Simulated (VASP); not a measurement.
Set up this calculation in VASP 6.6.1, as the native input.

```
Task                   : single point
Functional             : PBEsol
Potentials or basis    : VASP PAW PBE potentials, release 64 (Cl, Rb_sv, K_sv)
Cutoff                 : 500 eV
k mesh                 : 1 × 1 × 1, shifted
Occupations            : fermi-dirac, width 0.05 eV
Spin                   : no spin polarisation
Dipole correction      : no
Further INCAR settings : LREAL = Auto; ALGO = Normal; EDIFF = 1e-06; NBANDS = 294; ISYM = -1
```

The structure of K3Rb5Cl8 lies in POSCAR:

```
K3Rb5Cl8
1.0
   12.8792398663      0.0000000000      0.0000000000
    0.0000000000     12.8792398663      0.0000000000
    0.0000000000      0.0000000000     12.8792398663
Cl Rb K
32 20 12
Direct
    0.2503660000      0.9951730000      0.9948640000
    0.2545680000      0.9989470000      0.5046630000
    0.2545780000      0.5047840000      0.9993850000
    0.2549200000      0.5012350000      0.5008060000
    0.7490740000      0.9995830000      0.9996980000
    0.7438780000      0.9951560000      0.5005280000
    0.7439350000      0.5007700000      0.0000510000
    0.7434030000      0.5047580000      0.5001730000
    0.0000860000      0.2504200000      0.0002170000
    0.0045220000      0.2499930000      0.4999970000
    0.0044790000      0.7498290000      0.0002400000
    0.0000940000      0.7500930000      0.5000560000
    0.4991770000      0.2553530000      0.0002610000
    0.4951260000      0.2506130000      0.5000600000
    0.4950960000      0.7457100000      0.0003350000
    0.4983720000      0.7494550000      0.5000860000
    0.0001490000      0.9999560000      0.2502090000
    0.0053450000      0.9998130000      0.7498580000
    0.0052880000      0.5004000000      0.2499390000
    0.0058320000      0.5003120000      0.7502960000
    0.4989220000      0.9946650000      0.2549590000
    0.4947270000      0.9947560000      0.7455850000
    0.4946620000      0.5050850000      0.2505490000
    0.4943400000      0.5051630000      0.7497670000
    0.2499730000      0.2552490000      0.2550900000
    0.2501190000      0.2506180000      0.7452010000
    0.2543310000      0.7456190000      0.2514100000
    0.2543510000      0.7495260000      0.7488480000
    0.7497060000      0.2503350000      0.2507880000
    0.7498200000      0.2499510000      0.7494190000
    0.7441440000      0.7497360000      0.2551170000
    0.7441240000      0.7500560000      0.7452280000
    0.0008470000      0.9996300000      0.9994510000
    0.0007350000      0.9994780000      0.5006510000
    0.0016090000      0.5006380000      0.0001330000
    0.0014920000      0.5006210000      0.5000990000
    0.4986100000      0.9982330000      0.9995740000
    0.2501240000      0.2515290000      0.9992890000
    0.7491760000      0.2507520000      0.0001510000
    0.7482790000      0.2499350000      0.5000630000
    0.7475450000      0.7496110000      0.0002330000
    0.2505970000      0.9989340000      0.2513260000
    0.7484700000      0.9989390000      0.2512700000
    0.7485790000      0.9989090000      0.7490040000
    0.7477280000      0.5011300000      0.2506310000
    0.7477610000      0.5011270000      0.7495950000
    0.0009230000      0.2507340000      0.2506350000
    0.0016550000      0.2500210000      0.7495660000
    0.0007240000      0.7495880000      0.2507610000
    0.0014060000      0.7501050000      0.7495170000
    0.4987020000      0.2513920000      0.2512820000
    0.4982010000      0.2506960000      0.7490230000
    0.4978940000      0.9971670000      0.5009420000
    0.4971800000      0.5026360000      0.0001430000
    0.4971870000      0.5026840000      0.5001630000
    0.2512860000      0.2510640000      0.5009570000
    0.2519040000      0.7485290000      0.9990650000
    0.2527750000      0.7491910000      0.5009990000
    0.7454840000      0.7500030000      0.5001100000
    0.2512680000      0.9981920000      0.7483340000
    0.2519830000      0.5018070000      0.2511210000
    0.2520230000      0.5018890000      0.7490790000
    0.4978720000      0.7484930000      0.2520180000
    0.4972380000      0.7492550000      0.7483280000
```

These files were run (other wordings do the same):

INCAR

```
  ALGO = Normal
  EDIFF = 1E-6
  ENCUT = 500
  GGA = PS
  GGA_COMPAT = F
  ISIF = 2
  ISMEAR = -1
  ISYM = -1
  LASPH = T
  LCHARG = T
  LELF = T
  LREAL = Auto
  LVHAR = T
  LWAVE = F
  NBANDS = 294
  NELM = 120
  PREC = Accurate
  SIGMA = 0.05
```

KPOINTS

```
explicit points
1
Reciprocal
  0.25000000   0.25000000   0.25000000 1
```

Potentials or basis: VASP PAW PBE potentials, release 64 (Cl, Rb_sv, K_sv).

Run with:

```console
$ cat potpaw_PBE.64/Cl/POTCAR potpaw_PBE.64/Rb_sv/POTCAR potpaw_PBE.64/K_sv/POTCAR > POTCAR
$ mpirun -np 1 vasp_std > vasp.out
```

It gave:

| Property | Result |
| --- | --- |
| Pressure | 0.0 GPa |
| Largest force | 0.005 eV/Å |
| Band gap on the k mesh | 5.37 eV |

Caveat: the PAW data sets were made with another functional, which shifts forces and pressure a little; a shifted mesh leaves out Γ, where band edges can lie.

Run time: 22 min on 1 thread of Intel(R) Xeon(R) Platinum 8259CL CPU @ 2.50GHz (Skylake/Cascade Lake) (shared host), peak memory 1.7 GiB.
